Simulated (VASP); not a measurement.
A run of VASP 6.6.1 is set up as follows.

Contents of INCAR:

```
SYSTEM = BeTl3
PREC = Accurate
ENCUT = 600
EDIFF = 1E-6
ISMEAR = 0
SIGMA = 0.1
LREAL = .False.
LASPH = .True.
NELM = 80
ALGO = Fast
ISIF = 3
LWAVE = .False.
LCHARG = .False.
GGA = PE
IBRION = 2
NSW = 100
EDIFFG = -0.01
```

The input KPOINTS:

```
regular mesh
0
Gamma
  10 10 10
  0 0 0
```

File POSCAR:

```
BeTl3
1.0
    4.7220147288      0.0000000000      0.0000000000
    0.0000000000      4.7220147288      0.0000000000
    0.0000000000      0.0000000000      4.7220147288
Be Tl
1 3
Direct
    0.0000000000      0.0000000000      0.0000000000
    0.0000000000      0.5000000000      0.5000000000
    0.5000000000      0.0000000000      0.5000000000
    0.5000000000      0.5000000000      0.0000000000
```

Potentials or basis: VASP PAW PBE potentials, release 64 (Be, Tl_d).

Command:

```console
$ cat potpaw_PBE.64/Be/POTCAR potpaw_PBE.64/Tl_d/POTCAR > POTCAR
$ mpirun -np 1 vasp_std > vasp.out
```

**Question.** What does it give for the band gap on the k mesh?

**Answer.** Zero (an odd number of electrons rules out a gap without spin polarisation).

**Question.** Estimate the relaxed cell.

**Answer.** a = 4.708 Å, b = 4.708 Å, c = 4.708 Å, α = 90.00°, β = 90.00°, γ = 90.00°.

Step by step:
```csv
step,energy change (eV),largest force (eV/Å),pressure (GPa),volume (Å³)
1,0.0000,0.0000,-0.25,105.29
2,-0.0006,0.0000,-0.11,104.67
3,-0.0006,0.0000,0.16,104.16
4,-0.0007,0.0000,-0.06,104.46
5,-0.0007,0.0000,0.07,104.27
6,-0.0007,0.0000,0.00,104.37
```

Caveat: spin-orbit coupling is left out, which moves the levels of the heavy elements.
